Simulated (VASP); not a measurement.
# Pd (I4/mmm) in VASP: notebook

Pd is run at these levels: PBE; tasks: single point.

All numbers are computed with VASP 6.6.1; they aren't measurements. Logs are shortened: lines on timing, memory, paths and dates and some standing lists are left out, and cuts for length are marked.

### Step 1. The cell of the first run

The structure is tetragonal, space group I4/mmm (No. 139). Conventional cell: a = 2.613 Å, b = 2.613 Å, c = 3.793 Å, α = 90.00°, β = 90.00°, γ = 90.00°. Within 3.4 Å of Pd (site symmetry 4/mmm) lie 12 Pd at 2.61 to 2.65 Å.

### Step 2. Single point, PBE (strain -0.050 along x and y, -0.025 along z)

Input file INCAR:

```
PREC     = Accurate       # precision mode
ENCUT    = 520            # plane-wave cutoff, eV
EDIFF    = 1E-7           # SCF threshold, eV
ISMEAR   = 0              # smearing method
SIGMA    = 0.15           # smearing width, eV
LREAL    = False          # projectors in reciprocal space
LASPH    = True           # aspherical terms in the spheres
NELM     = 80             # most SCF steps
ALGO     = Fast           # electronic algorithm
ISIF     = 2              # what is computed and relaxed
LWAVE    = False          # write WAVECAR
LCHARG   = False          # write CHGCAR
GGA      = PE             # functional
NBANDS   = 11             # bands
```

Input file KPOINTS:

```
Automatic mesh
0
Gamma
  8 8 8
```

Input file POSCAR:

```
Pd
1.0
    0.0000000000      1.8476550000      1.8962775000
    1.8476550000      0.0000000000      1.8962775000
    1.8476550000      1.8476550000      0.0000000000
Pd
1
Direct
    0.0000000000      0.0000000000      0.0000000000
```

Potentials or basis: VASP PAW PBE potentials, release 64 (Pd).

Started as:

```bash
$ cat potpaw_PBE.64/Pd/POTCAR > POTCAR
$ mpirun -np 1 vasp_std > vasp.out
```

OUTCAR:

```text
PREC = Accurate
   ENCUT = 520
   EDIFF = 1E-7
   ISMEAR = 0
   LREAL = False
   LASPH = True
   NELM = 80
   ISIF = 2
   GGA = PE

 ion  position               nearest neighbor table
   1  0.000  0.000  0.000-

  LATTYP: Found a body centered tetragonal cell.
 ALAT       =     2.6129787596
 C/A-ratio  =     1.4514297088

  Lattice vectors:

 A1 = (  -1.8476550000,   0.0000000000,   1.8962775000)
 A2 = (   1.8476550000,   0.0000000000,   1.8962775000)
 A3 = (   0.0000000000,   1.8476550000,  -1.8962775000)

Analysis of symmetry for initial positions (statically):
=====================================================================
 Subroutine PRICEL returns:
 Original cell was already a primitive cell.

 Routine SETGRP: Setting up the symmetry group for a
 body centered tetragonal supercell.

 Subroutine GETGRP returns: Found 16 space group operations
 (whereof 16 operations were pure point group operations)
 out of a pool of 16 trial point group operations.

The static configuration has the point symmetry D_4h.

Analysis of symmetry for dynamics (positions and initial velocities):
=====================================================================
 Subroutine PRICEL returns:
 Original cell was already a primitive cell.

 Routine SETGRP: Setting up the symmetry group for a
 body centered tetragonal supercell.

 Subroutine GETGRP returns: Found 16 space group operations
 (whereof 16 operations were pure point group operations)
 out of a pool of 16 trial point group operations.

The dynamic configuration has the point symmetry D_4h.

 Subroutine INISYM returns: Found 16 space group operations
 (whereof 16 operations are pure point group operations),
 and found     1 'primitive' translations

----------------------------------------------------------------------------------------

                                     Primitive cell

  volume of cell :      12.9471

  direct lattice vectors                    reciprocal lattice vectors
     0.000000000  1.847655000  1.896277500    -0.270613291  0.270613291  0.263674489
     1.847655000  0.000000000  1.896277500     0.270613291 -0.270613291  0.263674489
     1.847655000  1.847655000  0.000000000     0.270613291  0.270613291 -0.263674489

  length of vectors
     2.647583305  2.647583305  2.612978760     0.464744384  0.464744384  0.464744384

  position of ions in fractional coordinates (direct lattice)
     0.000000000  0.000000000  0.000000000

  ion indices of the primitive-cell ions
   primitive index   ion index
                 1           1

----------------------------------------------------------------------------------------

 KPOINTS: Automatic mesh

Automatic generation of k-mesh.
 Grid dimensions read from file:
 generate k-points for:    8    8    8

 Generating k-lattice:

  Cartesian coordinates                     Fractional coordinates (reciprocal lattice)
    -0.033826661  0.033826661  0.032959311     0.125000000  0.000000000  0.000000000
     0.033826661 -0.033826661  0.032959311     0.000000000  0.125000000  0.000000000
     0.033826661  0.033826661 -0.032959311     0.000000000  0.000000000  0.125000000

  Length of vectors
     0.058093048  0.058093048  0.058093048

  Shift w.r.t. Gamma in fractional coordinates (k-lattice)
     0.000000000  0.000000000  0.000000000

 Subroutine IBZKPT returns following result:
 ===========================================

 Found     59 irreducible k-points:

 Following reciprocal coordinates:
            Coordinates               Weight
  0.000000  0.000000  0.000000      1.000000
  0.125000 -0.000000  0.000000      8.000000
  0.250000 -0.000000  0.000000      8.000000
  0.375000 -0.000000  0.000000      8.000000
  0.500000 -0.000000  0.000000      4.000000
  0.125000  0.125000  0.000000      2.000000
[... 16 lines left out ...]
  0.250000 -0.000000  0.125000     16.000000
  0.375000  0.000000  0.125000     16.000000
 [... further k-points ...]
   k-points           NKPTS =     59   k-points in BZ     NKDIM =     59   number of bands    NBANDS=     11
   number of dos      NEDOS =    301   number of ions     NIONS =      1
   total plane-waves  NPLWV =   8000
   dimension x,y,z NGX =    20 NGY =   20 NGZ =   20
   dimension x,y,z NGXF=    40 NGYF=   40 NGZF=   40
   ions per type =               1
   NGX,Y,Z   is equivalent  to a cutoff of  12.56, 12.56, 12.72 a.u.
   NGXF,Y,Z  is equivalent  to a cutoff of  25.12, 25.12, 25.45 a.u.
 SYSTEM =  unknown system
   PREC   = accura    normal or accurate (medium, high low for compatibility)
   ISTART =      0    job   : 0-new  1-cont  2-samecut
   ICHARG =      2    charge: 1-file 2-atom 10-const
   ISPIN  =      1    spin polarized calculation?
   LNONCOLLINEAR =      F non collinear calculations
   LSORBIT =      F    spin-orbit coupling
   LASPH  =      T    aspherical Exc in radial PAW
   ENCUT  =  520.0 eV  38.22 Ry    6.18 a.u.   4.92  4.92  4.86*2*pi/ulx,y,z
   NELM   =     80;   NELMIN=  2; NELMDL= -5     # of ELM steps
   EDIFF  = 0.1E-06   stopping-criterion for ELM
   LREAL  =      F    real-space projection
   EDIFFG = 0.1E-05   stopping-criterion for IOM
   NSW    =      0    number of steps for IOM
   IBRION =     -1    ionic relax: 0-MD 1-quasi-New 2-CG
   NFREE  =      0    steps in history (QN), initial steepest desc. (CG)
   ISIF   =      2    stress and relaxation
   ISYM   =      2    0-nonsym 1-usesym 2-fastsym
   POTIM  = 0.5000    time-step for ionic-motion
   TEBEG  =    0.0;   TEEND  =   0.0 temperature during run
   PSTRESS=    0.0 pullay stress
   NELECT =      10.0000    total number of electrons
   NUPDOWN=      -1.0000    fix difference up-down
   EMIN   =  10.00;   EMAX   =-10.00  energy-range for DOS
   EFERMI =   0.00;   METHOD = LEGACY
   ISMEAR =     0;   SIGMA  =   0.15  broadening in eV -4-tet -1-fermi 0-gaus
   EFERMI_NEDOS =   21; number of points for ismear=-14 and -15
   IALGO  =     68    algorithm
   IMIX   =      4    mixing-type and parameters
     AMIX     =   0.40;   BMIX     =  1.00
     AMIX_MAG =   1.60;   BMIX_MAG =  1.00
  volume/ion in A,a.u.               =      12.95        87.37
  Fermi-wavevector in a.u.,A,eV,Ry     =   1.502047  2.838458 30.696732  2.256146
  Thomas-Fermi vector in A             =   2.613339
   LORBIT       =      0    0 simple, 1 ext, 2 COOP (PROOUT), +10 PAW based schemes
   GGA     = PE    functional components
   LHFCALC =     F    Hartree Fock is set to
   AEXX    =    0.0000 exact exchange contribution
   IVDW    =     0    specifies the selected vdW correction
   LEPSILON=     F    determine dielectric tensor
   LRPA    =     F    only Hartree local field effects (RPA)
 non-spin polarized calculation
 RMM-DIIS sequential band-by-band and
 Gauss-broadening in eV      SIGMA  =   0.15
  energy-cutoff  :      520.00
  volume of cell :       12.95
 maximum number of plane-waves:       362
   NGX =  9   NGY =  9   NGZ =  9

 number of electron      10.0000000 magnetization

 number of electron       9.9999998 magnetization

 Free energy of the ion-electron system (eV)
  ---------------------------------------------------
  ext. energy  EPLUGINS =         0.00000000
  ---------------------------------------------------
  free energy    TOTEN  =        -4.92155129 eV

  energy without entropy =       -4.89877285  energy(sigma->0) =       -4.91016207

 E-fermi :  12.2829     XC(G=0): -14.0097

 val. band max:       12.2688492095   @ k =   0.5000   0.2500   0.0000
 cond. band min:      12.2974688452   @ k =   0.3750   0.1250   0.0000
 fundamental gap:      0.0286196357
 Fermi energy:        12.2829125654

 k-point     1 :       0.0000    0.0000    0.0000
  band No.  band energies     occupation
      1       3.9594      2.00000
      2       8.4997      2.00000
      3       8.7967      2.00000
      4       8.7967      2.00000
      5      10.5218      2.00000
      6      10.8418      2.00000
      7      29.3315      0.00000
      8      34.3383      0.00000
      9      35.1184      0.00000
     10      35.1184      0.00000
     11      40.1044      0.00000

 k-point     2 :       0.1250   -0.0000    0.0000
  band No.  band energies     occupation
      1       4.5721      2.00000
      2       8.4474      2.00000
      3       8.8382      2.00000
      4       9.0081      2.00000
      5      10.4582      2.00000
      6      10.7270      2.00000
      7      30.0572      0.00000
      8      32.0771      0.00000
      9      35.4395      0.00000
     10      35.9616      0.00000
     11      41.2602      0.00000

 k-point     3 :       0.2500   -0.0000    0.0000
  band No.  band energies     occupation
      1       5.7635      2.00000
      2       8.6569      2.00000
      3       8.9136      2.00000
      4       9.1784      2.00000
      5      10.8123      2.00000
      6      10.9010      2.00000
      7      27.7752      0.00000
      8      30.7254      0.00000
      9      37.3171      0.00000
     10      37.7228      0.00000
     11      39.3755      0.00000

 k-point     4 :       0.3750   -0.0000    0.0000
  band No.  band energies     occupation
      1       5.9034      2.00000
      2       8.6310      2.00000
      3       8.9141      2.00000
      4      10.9157      2.00000
      5      11.6873      2.00000
      6      11.7532      2.00000
      7      23.3172      0.00000
      8      29.3797      0.00000
      9      35.6299      0.00000
     10      36.0246      0.00000
     11      38.0416      0.00000

 k-point     5 :       0.5000   -0.0000    0.0000
  band No.  band energies     occupation
      1       5.7733      2.00000
      2       8.4808      2.00000
      3       8.7594      2.00000
      4      12.1215      1.87200
      5      12.2510      1.23625
      6      12.8901      0.00000
      7      20.6499      0.00000
      8      28.6971      0.00000
      9      34.2913      0.00000
     10      34.7844      0.00000
     11      37.9774      0.00000
[... 211 lines left out ...]
 k-point    21 :       0.5000    0.5000    0.0000
  band No.  band energies     occupation
      1       5.5653      2.00000
      2       5.9158      2.00000
      3      12.1607      1.75072
      4      12.5761      0.00571
      5      12.5761      0.00571
      6      15.1532      0.00000
      7      23.9079      0.00000
      8      26.4326      0.00000
      9      26.4326      0.00000
     10      35.9469      0.00000
     11      36.2240      0.00000

 k-point    22 :       0.1250    0.0000    0.1250
  band No.  band energies     occupation
      1       4.7919      2.00000
      2       8.2843      2.00000
      3       8.9445      2.00000
      4       9.1825      2.00000
      5      10.2475      2.00000
      6      10.8243      2.00000
      7      30.4193      0.00000
      8      33.0415      0.00000
      9      34.1760      0.00000
     10      34.8286      0.00000
     11      37.9594      0.00000

 k-point    23 :       0.2500   -0.0000    0.1250
  band No.  band energies     occupation
      1       5.9015      2.00000
      2       7.8953      2.00000
      3       9.1685      2.00000
      4       9.4286      2.00000
      5      10.4478      2.00000
      6      11.1445      2.00000
      7      29.5452      0.00000
      8      31.4076      0.00000
      9      34.0734      0.00000
     10      35.5008      0.00000
     11      38.0765      0.00000

 k-point    24 :       0.3750    0.0000    0.1250
  band No.  band energies     occupation
      1       6.3466      2.00000
      2       8.5610      2.00000
      3       8.8716      2.00000
      4       9.2554      2.00000
      5      11.8990      1.99970
      6      12.3424      0.57486
      7      24.9700      0.00000
      8      30.3378      0.00000
      9      33.3079      0.00000
     10      35.2957      0.00000
     11      38.0176      0.00000

 [... further k-points ...]
[... 5 lines left out ...]
  --------------------------------------------------------------------------------------
  -------------------------------------------------------------------------------------
  Total        3.7491794      3.7491794      3.5425539      0.0000000      0.0000000     -0.0000000
  in kB      463.9521057    463.9521057    438.3826899      0.0000000      0.0000000     -0.0000000
  external PRESSURE =     455.4289671 kB  Pullay stress =       0.0000000 kB

 VOLUME and BASIS-vectors are now :
 -----------------------------------------------------------------------------
  energy-cutoff  :      520.00
  volume of cell :       12.95
      direct lattice vectors                 reciprocal lattice vectors
     0.000000000  1.847655000  1.896277500    -0.270613291  0.270613291  0.263674489
     1.847655000  0.000000000  1.896277500     0.270613291 -0.270613291  0.263674489
     1.847655000  1.847655000  0.000000000     0.270613291  0.270613291 -0.263674489

 POSITION                                       TOTAL-FORCE (eV/Angst)
 -----------------------------------------------------------------------------------
      0.00000      0.00000      0.00000         0.000000      0.000000      0.000000
 -----------------------------------------------------------------------------------
    total drift:                               -0.000000     -0.000000     -0.000000

  FREE ENERGIE OF THE ION-ELECTRON SYSTEM (eV)
  ---------------------------------------------------
  free  energy   TOTEN  =        -4.9215512910 eV

  energy  without entropy=       -4.8987728534  energy(sigma->0) =       -4.91016207
```

Run time: 6.6 s. Hardware: 1 thread of AMD EPYC 9R14 (Zen 4), shared host; peak memory 0.1 GiB.

What came out:

```
Free energy            : -4.9216 eV
Pressure               : 45.5 GPa
Band gap on the k mesh : zero (band 5 reaches 12.70 eV, above the bottom of band 6 at 10.73 eV)
```

Stress tensor (GPa, compression positive):
```
46.40  0.00  0.00
 0.00 46.40  0.00
 0.00  0.00 43.84
```

Caveat: the k points lie up to 0.37 Å⁻¹ apart; the cell differs from its parent crystal (strain -0.050 along x and y, -0.025 along z).

### Step 3. Single point, PBE (strain -0.050 along x and y, +0.025 along z)

Input file INCAR:

```
SYSTEM = Pd
PREC     = Accurate       ! precision mode
ENCUT    = 520            ! plane-wave cutoff, eV
EDIFF    = 1E-6           ! SCF threshold, eV
ISMEAR   = 0              ! smearing method
SIGMA    = 0.15           ! smearing width, eV
LREAL    = .False.        ! projectors in reciprocal space
LASPH    = .True.         ! aspherical terms in the spheres
NELM     = 100            ! most SCF steps
ALGO     = Fast           ! electronic algorithm
ISIF     = 2              ! what is computed and relaxed
LWAVE    = .False.        ! write WAVECAR
LCHARG   = .True.         ! write CHGCAR
GGA      = PE             ! functional
LELF     = .True.         ! ELF
LVHAR    = .True.       
NBANDS   = 11             ! bands
```

Input file KPOINTS:

```
Automatic mesh
0
Gamma
  8 8 8
  0 0 0
```

Input file POSCAR:

```
Pd
1.0
    0.0000000000      1.8476550000      1.9935225000
    1.8476550000      0.0000000000      1.9935225000
    1.8476550000      1.8476550000      0.0000000000
Pd
1
Direct
    0.0000000000      0.0000000000      0.0000000000
```

Potentials or basis: VASP PAW PBE potentials, release 64 (Pd).

Started as:

```bash
$ cat potpaw_PBE.64/Pd/POTCAR > POTCAR
$ mpirun -np 1 vasp_std > vasp.out
```

Wall time 6.5 s (1 thread of AMD EPYC 9R14 (Zen 4), shared host); peak memory 0.1 GiB.

Results (log left out):

```yaml
Free_energy: -5.0606 eV
Pressure: 28.5 GPa
Band_gap_on_the_k_mesh: zero (band 5 reaches 11.91 eV, above the bottom of band 6 at 9.98 eV)
```

Stress tensor (GPa, compression positive):
```
30.61  0.00  0.00
 0.00 30.61  0.00
 0.00  0.00 24.13
```

Levels at points of the mesh, in eV from the Fermi level:
| k point | band 1 | band 2 | band 3 | band 4 | band 5 | band 6 | band 7 | band 8 | band 9 | band 10 |
| --- | --- | --- | --- | --- | --- | --- | --- | --- | --- | --- |
| (0.00, 0.00, 0.00) | -7.88 | -3.83 | -3.00 | -3.00 | -1.94 | -1.05 | 17.20 | 21.00 | 23.04 | 23.04 |
| (0.50, 0.00, 0.00) | -6.04 | -3.73 | -2.99 | -0.25 | 0.07 | 0.76 | 7.96 | 16.30 | 21.28 | 22.62 |
| (0.50, 0.50, 0.00) | -6.19 | -5.89 | -0.08 | 0.25 | 0.25 | 2.25 | 10.18 | 14.56 | 14.56 | 23.50 |
| (0.50, 0.00, 0.50) | -6.22 | -5.83 | -0.18 | -0.04 | 0.60 | 3.81 | 12.29 | 12.84 | 13.42 | 22.40 |

Caveat: the cell differs from its parent crystal (strain -0.050 along x and y, +0.025 along z).
